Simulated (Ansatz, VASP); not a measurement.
## Two plane-wave programs on LuBW3

```xyz
5
Lattice="4.3325 0.0000 0.0000 0.0000 4.3325 0.0000 0.0000 0.0000 4.3323" Properties=species:S:1:pos:R:3 pbc="T T T"
Lu    0.0000    0.0000    0.2350
B     2.1663    2.1663    2.4043
W     0.0000    2.1663    2.4012
W     2.1663    2.1663    0.2378
W     2.1663    0.0000    2.4012
```

Change from the starting cell: species swapped into the PrBPt3 type (P4mm, No. 99).

Alike in both runs: functional PBE; k mesh 10 × 10 × 10; occupations gaussian, width 0.1 eV; no spin polarisation.

Ansatz relaxed the structure, and its values are those at the end. VASP's run is a single point on that final structure, the one shown.

```csv
,VASP,Ansatz
version,VASP 6.6.1,Ansatz 0.2.0
potentials or method,"VASP PAW PBE potentials, release 64 (Lu, B, W_sv), cutoff 520 eV","scalar-relativistic, plane waves, PAW"
valence electrons in the cell,70,70
```

VASP gave:

- gap on the k mesh at the Fermi level (eV): none
- pressure (GPa): 0.3

Q: Estimate Ansatz's values.

A: gap on the k mesh at the Fermi level (eV): none; pressure (GPa): 0.0.

A gap of «none» marks a metal or a gap that the smearing closes.

Spin-orbit coupling is off throughout.
